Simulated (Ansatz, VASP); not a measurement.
# Two plane-wave programs on AlRu

Contents of INCAR:

```
SYSTEM = AlRu
PREC     = Accurate       ! precision mode
ENCUT    = 520            ! plane-wave cutoff, eV
EDIFF    = 1E-8           ! SCF threshold, eV
ISMEAR   = -1             ! smearing method
SIGMA    = 0.05           ! smearing width, eV
LREAL    = .FALSE.        ! projectors in reciprocal space
LASPH    = .TRUE.         ! aspherical terms in the spheres
NELM     = 80             ! most SCF steps
ALGO     = Normal         ! electronic algorithm
ISIF     = 2              ! what is computed and relaxed
LWAVE    = .FALSE.        ! write WAVECAR
LCHARG   = .FALSE.        ! write CHGCAR
GGA      = PE             ! functional
LEFG     = .TRUE.       
NBANDS   = 16             ! bands
```

KPOINTS

```
regular mesh
0
G
  12 12 12
  0 0 0
```

The input POSCAR:

```
AlRu
1.0
    2.9511680166      0.0000000000      0.0000000000
    0.0000000000      2.9511680166      0.0000000000
    0.0000000000      0.0000000000      2.9511680166
Al Ru
1 1
Direct
    0.0000000000      0.0000000000      0.0000000000
    0.5000000000      0.5000000000      0.5000000000
```

Input for Ansatz:

```yaml
crystal:
  lattice:
    - [2.9511680166, 0.0, 0.0]
    - [0.0, 2.9511680166, 0.0]
    - [0.0, 0.0, 2.9511680166]
  atoms:
    - { symbol: Al, position: [0.0, 0.0, 0.0] }
    - { symbol: Ru, position: [0.5, 0.5, 0.5] }
kpoints:
  mp_grid: { grid: [12, 12, 12] }
scf:
  occupations: { method: fermi_dirac, width: 0.05 }
hamiltonian:
  xc: pbe
  pseudopotentials: { kind: paw }
output:
  forces: true
  stress: true
  eigenvalues: true
  efg: { contact_densities: true }
```

Change from the starting cell: volume scaled by 0.96, PAW files.

Alike in both runs: task electric field gradients; functional PBE; k mesh 12 × 12 × 12; occupations fermi-dirac, width 0.05 eV; no spin polarisation.

|  | VASP | Ansatz |
| --- | --- | --- |
| version | VASP 6.6.1 | Ansatz 0.2.0 |
| potentials or method | VASP PAW PBE potentials, release 64 (Al, Ru_pv) | PAW with Ansatz's default frozen-core files, scalar-relativistic |
| plane-wave cutoff (eV) | 520 | 420 |
| valence electrons in the cell | 17 | 19 |

```tsv
	VASP	Ansatz	Ansatz less VASP
pressure (GPa)	12.0	12.0	+0.01
```

With one functional, cell and mesh, what is left measures potentials, basis and numerics. VASP's potentials hold 17 valence electrons a cell and Ansatz's 19, so a difference there can come from the potentials and not from the codes.
